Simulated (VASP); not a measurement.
# Fe (Im-3m) in VASP: notebook

Fe is run at these levels: PBE; tasks: single point.

All numbers are computed with VASP 6.6.1; they aren't measurements. Logs are shortened: lines on timing, memory, paths and dates and some standing lists are left out, and cuts for length are marked.

## 1. The cell of the first run

It takes space group Im-3m (No. 229, cubic). The conventional cell has a = 2.895 Å, b = 2.895 Å, c = 2.895 Å, α = 90.00°, β = 90.00°, γ = 90.00°. Fe (site symmetry m-3m) has 14 Fe at 2.51 to 2.90 Å within 3.3 Å.

## 2. Single point, PBE, collinear spin, ferromagnetic start

INCAR

```
ALGO     = Normal         # electronic algorithm
EDIFF    = 1E-6           # SCF threshold, eV
ENCUT    = 600            # plane-wave cutoff, eV
GGA      = PE             # functional
GGA_COMPAT= False        
ISIF     = 2              # what is computed and relaxed
ISMEAR   = -1             # smearing method
ISPIN    = 2              # spin polarisation
LASPH    = True           # aspherical terms in the spheres
LCHARG   = True           # write CHGCAR
LELF     = True           # ELF
LMAXMIX  = 4              # l up to which the mixer works
LORBIT   = 11             # projections on sites
LREAL    = False          # projectors in reciprocal space
LVHAR    = True         
LWAVE    = False          # write WAVECAR
MAGMOM   = 3.64           # initial moments
NBANDS   = 14             # bands
NELM     = 200            # most SCF steps
NUPDOWN  = 3.64           # fixed moment
PREC     = Accurate       # precision mode
SIGMA    = 0.05           # smearing width, eV
```

KPOINTS

```
k-points
0
Gamma
  13 13 13
```

POSCAR

```
Fe
1.0
   -1.4475000000      1.4475000000      1.4475000000
    1.4475000000     -1.4475000000      1.4475000000
    1.4475000000      1.4475000000     -1.4475000000
Fe
1
Direct
    0.0000000000      0.0000000000      0.0000000000
```

Potentials or basis: VASP PAW PBE potentials, release 64 (Fe).

Started as:

```sh
$ cat potpaw_PBE.64/Fe/POTCAR > POTCAR
$ mpirun -np 1 vasp_std > vasp.out
```

OUTCAR:

```text
EDIFF = 1E-6
   ENCUT = 600
   GGA = PE
   ISIF = 2
   ISMEAR = -1
   ISPIN = 2
   LASPH = True
   LORBIT = 11
   LREAL = False
   NELM = 200
   NUPDOWN = 3.64
   PREC = Accurate

 ion  position               nearest neighbor table
   1  0.000  0.000  0.000-

  LATTYP: Found a body centered cubic cell.
 ALAT       =     2.8950000000

  Lattice vectors:

 A1 = (  -1.4475000000,   1.4475000000,   1.4475000000)
 A2 = (   1.4475000000,  -1.4475000000,   1.4475000000)
 A3 = (   1.4475000000,   1.4475000000,  -1.4475000000)

Analysis of symmetry for initial positions (statically):
=====================================================================
 Subroutine PRICEL returns:
 Original cell was already a primitive cell.

 Routine SETGRP: Setting up the symmetry group for a
 body centered cubic supercell.

 Subroutine GETGRP returns: Found 48 space group operations
 (whereof 48 operations were pure point group operations)
 out of a pool of 48 trial point group operations.

The static configuration has the point symmetry O_h .

Analysis of symmetry for dynamics (positions and initial velocities):
=====================================================================
 Subroutine PRICEL returns:
 Original cell was already a primitive cell.

 Routine SETGRP: Setting up the symmetry group for a
 body centered cubic supercell.

 Subroutine GETGRP returns: Found 48 space group operations
 (whereof 48 operations were pure point group operations)
 out of a pool of 48 trial point group operations.

The dynamic configuration has the point symmetry O_h .

Analysis of structural, dynamic, and magnetic symmetry:
=====================================================================
 Subroutine PRICEL returns:
 Original cell was already a primitive cell.

 Routine SETGRP: Setting up the symmetry group for a
 body centered cubic supercell.

 Subroutine GETGRP returns: Found 48 space group operations
 (whereof 48 operations were pure point group operations)
 out of a pool of 48 trial point group operations.

The overall configuration has the point symmetry O_h .

 Subroutine INISYM returns: Found 48 space group operations
 (whereof 48 operations are pure point group operations),
 and found     1 'primitive' translations

----------------------------------------------------------------------------------------

                                     Primitive cell

  volume of cell :      12.1315

  direct lattice vectors                    reciprocal lattice vectors
    -1.447500000  1.447500000  1.447500000     0.000000000  0.345423143  0.345423143
     1.447500000 -1.447500000  1.447500000     0.345423143  0.000000000  0.345423143
     1.447500000  1.447500000 -1.447500000     0.345423143  0.345423143  0.000000000

  length of vectors
     2.507143544  2.507143544  2.507143544     0.488502094  0.488502094  0.488502094

  position of ions in fractional coordinates (direct lattice)
     0.000000000  0.000000000  0.000000000

  ion indices of the primitive-cell ions
   primitive index   ion index
                 1           1

----------------------------------------------------------------------------------------

 KPOINTS: k-points

Automatic generation of k-mesh.
 Grid dimensions read from file:
 generate k-points for:   13   13   13

 Generating k-lattice:

  Cartesian coordinates                     Fractional coordinates (reciprocal lattice)
     0.000000000  0.026571011  0.026571011     0.076923077  0.000000000  0.000000000
     0.026571011  0.000000000  0.026571011     0.000000000  0.076923077  0.000000000
     0.026571011  0.026571011  0.000000000     0.000000000  0.000000000  0.076923077

  Length of vectors
     0.037577084  0.037577084  0.037577084

  Shift w.r.t. Gamma in fractional coordinates (k-lattice)
     0.000000000  0.000000000  0.000000000

 Subroutine IBZKPT returns following result:
 ===========================================

 Found     84 irreducible k-points:

 Following reciprocal coordinates:
            Coordinates               Weight
  0.000000  0.000000  0.000000      1.000000
  0.076923  0.000000  0.000000     12.000000
  0.153846  0.000000  0.000000     12.000000
  0.230769  0.000000  0.000000     12.000000
  0.307692  0.000000  0.000000     12.000000
  0.384615  0.000000  0.000000     12.000000
[... 16 lines left out ...]
  0.153846  0.076923  0.076923     24.000000
  0.230769  0.076923  0.076923     24.000000
 [... further k-points ...]
   k-points           NKPTS =     84   k-points in BZ     NKDIM =     84   number of bands    NBANDS=     14
   number of dos      NEDOS =    301   number of ions     NIONS =      1
   total plane-waves  NPLWV =   8000
   dimension x,y,z NGX =    20 NGY =   20 NGZ =   20
   dimension x,y,z NGXF=    40 NGYF=   40 NGZF=   40
   ions per type =               1
   NGX,Y,Z   is equivalent  to a cutoff of  13.26, 13.26, 13.26 a.u.
   NGXF,Y,Z  is equivalent  to a cutoff of  26.52, 26.52, 26.52 a.u.
 SYSTEM =  unknown system
   PREC   = accura    normal or accurate (medium, high low for compatibility)
   ISTART =      0    job   : 0-new  1-cont  2-samecut
   ICHARG =      2    charge: 1-file 2-atom 10-const
   ISPIN  =      2    spin polarized calculation?
   LNONCOLLINEAR =      F non collinear calculations
   LSORBIT =      F    spin-orbit coupling
   LASPH  =      T    aspherical Exc in radial PAW
   ENCUT  =  600.0 eV  44.10 Ry    6.64 a.u.   5.01  5.01  5.01*2*pi/ulx,y,z
   NELM   =    200;   NELMIN=  2; NELMDL= -5     # of ELM steps
   EDIFF  = 0.1E-05   stopping-criterion for ELM
   LREAL  =      F    real-space projection
   EDIFFG = 0.1E-04   stopping-criterion for IOM
   NSW    =      0    number of steps for IOM
   IBRION =     -1    ionic relax: 0-MD 1-quasi-New 2-CG
   NFREE  =      0    steps in history (QN), initial steepest desc. (CG)
   ISIF   =      2    stress and relaxation
   ISYM   =      2    0-nonsym 1-usesym 2-fastsym
   POTIM  = 0.5000    time-step for ionic-motion
   TEBEG  =    0.0;   TEEND  =   0.0 temperature during run
   PSTRESS=    0.0 pullay stress
   NELECT =       8.0000    total number of electrons
   NUPDOWN=       3.6400    fix difference up-down
   EMIN   =  10.00;   EMAX   =-10.00  energy-range for DOS
   EFERMI =   0.00;   METHOD = LEGACY
   ISMEAR =    -1;   SIGMA  =   0.05  broadening in eV -4-tet -1-fermi 0-gaus
   EFERMI_NEDOS =   21; number of points for ismear=-14 and -15
   IALGO  =     38    algorithm
   IMIX   =      4    mixing-type and parameters
     AMIX     =   0.40;   BMIX     =  1.00
     AMIX_MAG =   1.60;   BMIX_MAG =  1.00
  volume/ion in A,a.u.               =      12.13        81.87
  Fermi-wavevector in a.u.,A,eV,Ry     =   1.424950  2.692765 27.626387  2.030482
  Thomas-Fermi vector in A             =   2.545386
   LORBIT       =     11    0 simple, 1 ext, 2 COOP (PROOUT), +10 PAW based schemes
   GGA     = PE    functional components
   LHFCALC =     F    Hartree Fock is set to
   AEXX    =    0.0000 exact exchange contribution
   IVDW    =     0    specifies the selected vdW correction
   LEPSILON=     F    determine dielectric tensor
   LRPA    =     F    only Hartree local field effects (RPA)
 spin polarized calculation
  energy-cutoff  :      600.00
  volume of cell :       12.13
 maximum number of plane-waves:       420
   NGX =  9   NGY =  9   NGZ =  9

 number of electron       7.9999995 magnetization       3.6399997

 Free energy of the ion-electron system (eV)
  ---------------------------------------------------
  ext. energy  EPLUGINS =         0.00000000
  ---------------------------------------------------
  free energy    TOTEN  =        -7.14801714 eV

  energy without entropy =       -7.13659349  energy(sigma->0) =       -7.14230532

 E-fermi :   4.9469     XC(G=0): -12.7392

 val. band max:        8.9382408581   @ k =   0.3077   0.1538   0.1538
 cond. band min:       4.9597570633   @ k =   0.3077   0.0769   0.0769
 fundamental gap:     -3.9784837948
 Fermi energy:         8.9519099406

 spin component 1

 k-point     1 :       0.0000    0.0000    0.0000
  band No.  band energies     occupation
      1      -3.2825      1.00000
      2       2.3477      1.00000
      3       2.3477      1.00000
      4       2.3477      1.00000
      5       3.6511      1.00000
      6       3.6511      1.00000
      7      29.1261      0.00000
      8      29.1261      0.00000
      9      29.1261      0.00000
     10      33.8742      0.00000
     11      33.8742      0.00000
     12      35.6393      0.00000
     13      35.6393      0.00000
     14      35.6397      0.00000

 k-point     2 :       0.0769    0.0000    0.0000
  band No.  band energies     occupation
      1      -3.0504      1.00000
      2       2.2896      1.00000
      3       2.3445      1.00000
      4       2.4655      1.00000
      5       3.5938      1.00000
      6       3.6556      1.00000
      7      27.5317      0.00000
      8      28.7316      0.00000
      9      28.8950      0.00000
     10      32.9702      0.00000
     11      33.0272      0.00000
     12      33.2875      0.00000
     13      34.9045      0.00000
     14      36.3248      0.00000
[... 343 lines left out ...]
      1      -0.9957      1.00000
      2       1.8452      1.00000
      3       1.9542      1.00000
      4       3.5292      1.00000
      5       3.6644      1.00000
      6       3.7876      1.00000
      7      20.9193      0.00000
      8      22.7262      0.00000
      9      24.7487      0.00000
     10      30.8468      0.00000
     11      34.8549      0.00000
     12      35.2284      0.00000
     13      37.3568      0.00000
     14      38.3063      0.00000

 k-point    24 :       0.2308    0.0769    0.0769
  band No.  band energies     occupation
      1      -0.0413      1.00000
      2       1.6271      1.00000
      3       2.0530      1.00000
      4       3.5588      1.00000
      5       3.7343      1.00000
      6       4.5805      1.00000
      7      17.4856      0.00000
      8      21.5612      0.00000
      9      23.1173      0.00000
     10      30.6423      0.00000
     11      34.2937      0.00000
     12      36.6184      0.00000
     13      38.4168      0.00000
     14      41.6237      0.00000

 [... further k-points ...]

 spin component 2

 k-point     1 :       0.0000    0.0000    0.0000
  band No.  band energies     occupation
      1      -2.2541      1.00000
      2       5.5723      0.00000
      3       5.5723      0.00000
      4       5.5723      0.00000
      5       7.2059      0.00000
      6       7.2059      0.00000
      7      29.7431      0.00000
      8      29.7431      0.00000
      9      29.7431      0.00000
     10      34.7809      0.00000
     11      34.7809      0.00000
     12      37.4266      0.00000
     13      37.4266      0.00000
     14      37.7756      0.00000

 k-point     2 :       0.0769    0.0000    0.0000
  band No.  band energies     occupation
      1      -2.0206      1.00000
      2       5.4984      0.00002
      3       5.5566      0.00001
      4       5.7036      0.00000
      5       7.1297      0.00000
      6       7.2119      0.00000
      7      28.3908      0.00000
      8      29.4162      0.00000
      9      29.6351      0.00000
     10      34.0520      0.00000
     11      34.8599      0.00000
     12      34.9428      0.00000
     13      35.9255      0.00000
     14      38.0053      0.00000
[... 343 lines left out ...]
      1       0.1172      1.00000
      2       4.9062      0.69298
      3       4.9704      0.38489
      4       7.0453      0.00000
      5       7.1014      0.00000
      6       7.2296      0.00000
      7      22.3667      0.00000
      8      23.9803      0.00000
      9      26.4489      0.00000
     10      31.5843      0.00000
     11      36.3608      0.00000
     12      36.3814      0.00000
     13      38.5764      0.00000
     14      39.7958      0.00000

 k-point    24 :       0.2308    0.0769    0.0769
  band No.  band energies     occupation
      1       1.3248      1.00000
      2       4.6307      0.99821
      3       4.7921      0.95677
      4       7.0786      0.00000
      5       7.3284      0.00000
      6       7.8489      0.00000
      7      19.1665      0.00000
      8      22.8217      0.00000
      9      24.7517      0.00000
     10      31.5925      0.00000
     11      35.7679      0.00000
     12      37.7099      0.00000
     13      39.6051      0.00000
     14      43.0406      0.00000

 [... further k-points ...]
[... 5 lines left out ...]
  --------------------------------------------------------------------------------------
  -------------------------------------------------------------------------------------
  Total        2.2313745      2.2313745      2.2313745      0.0000000      0.0000000      0.0000000
  in kB      294.6913114    294.6913114    294.6913114      0.0000000      0.0000000      0.0000000
  external PRESSURE =     294.6913114 kB  Pullay stress =       0.0000000 kB

 VOLUME and BASIS-vectors are now :
 -----------------------------------------------------------------------------
  energy-cutoff  :      600.00
  volume of cell :       12.13
      direct lattice vectors                 reciprocal lattice vectors
    -1.447500000  1.447500000  1.447500000     0.000000000  0.345423143  0.345423143
     1.447500000 -1.447500000  1.447500000     0.345423143  0.000000000  0.345423143
     1.447500000  1.447500000 -1.447500000     0.345423143  0.345423143  0.000000000

 POSITION                                       TOTAL-FORCE (eV/Angst)
 -----------------------------------------------------------------------------------
      0.00000      0.00000      0.00000        -0.000000      0.000000     -0.000000
 -----------------------------------------------------------------------------------
    total drift:                                0.000000      0.000000      0.000000

  FREE ENERGIE OF THE ION-ELECTRON SYSTEM (eV)
  ---------------------------------------------------
  free  energy   TOTEN  =        -7.1480171390 eV

  energy  without entropy=       -7.1365934939  energy(sigma->0) =       -7.14230532

 total charge

# of ion       s       p       d       tot
------------------------------------------
    1        0.502   0.576   6.037   7.115

 magnetization (x)

# of ion       s       p       d       tot
------------------------------------------
    1        0.036   0.154   3.305   3.495
```

Wall time 49 s (1 thread of Intel Xeon 8259CL, shared host); peak memory 0.15 GiB.

What came out:

| Item | Value |
| --- | --- |
| Free energy | -7.1480 eV |
| Pressure | 29.5 GPa |
| Net moment | 3.64 μB per cell |
| Site moments | Fe +3.50 μB |
| Valence electrons inside the program's atomic spheres | Fe 7.12 |

Caveat: the total moment is fixed, so each spin has its own Fermi level.

## 3. Single point, PBE, collinear spin, ferromagnetic start

INCAR

```
SYSTEM = Fe
  PREC = Accurate
  ENCUT = 600
  EDIFF = 1E-6
  ISMEAR = -1
  SIGMA = 0.05
  LREAL = .False.
  LASPH = .True.
  NELM = 200
  ALGO = Normal
  ISIF = 2
  LWAVE = .False.
  LCHARG = .False.
  ISPIN = 2
  MAGMOM = 0.4
  LORBIT = 11
  LMAXMIX = 4
  GGA = PE
  NBANDS = 14
  GGA_COMPAT = .False.
```

KPOINTS

```
Automatic mesh
0
Gamma
  13 13 13
  0 0 0
```

POSCAR is that of step 2.

Potentials or basis: VASP PAW PBE potentials, release 64 (Fe).

Started as:

```sh
$ cat potpaw_PBE.64/Fe/POTCAR > POTCAR
$ mpirun -np 1 vasp_std > vasp.out
```

Run time: 69 s. Hardware: 1 thread of Intel Xeon 8259CL, shared host; peak memory 0.15 GiB.

Results (log left out):

| Quantity | Value |
| --- | --- |
| Free energy | -8.2143 eV |
| Pressure | -10.0 GPa |
| Net moment | 2.32 μB per cell |
| Site moments | Fe +2.33 μB |
| Valence electrons inside the program's atomic spheres | Fe 7.14 |

Levels at points of the mesh, in eV from the Fermi level:
Spin up:
```
           k point  band 2  band 3  band 4  band 5  band 6  band 7  band 8  band 9
(0.00, 0.00, 0.00)   -2.18   -2.18   -2.18   -1.07   -1.07   24.42   24.42   24.42
```
Spin down:
```tsv
k point	band 1	band 2	band 3	band 4	band 5	band 6
(0.00, 0.00, 0.00)	-7.87	-0.12	-0.12	-0.12	1.77	1.77
```
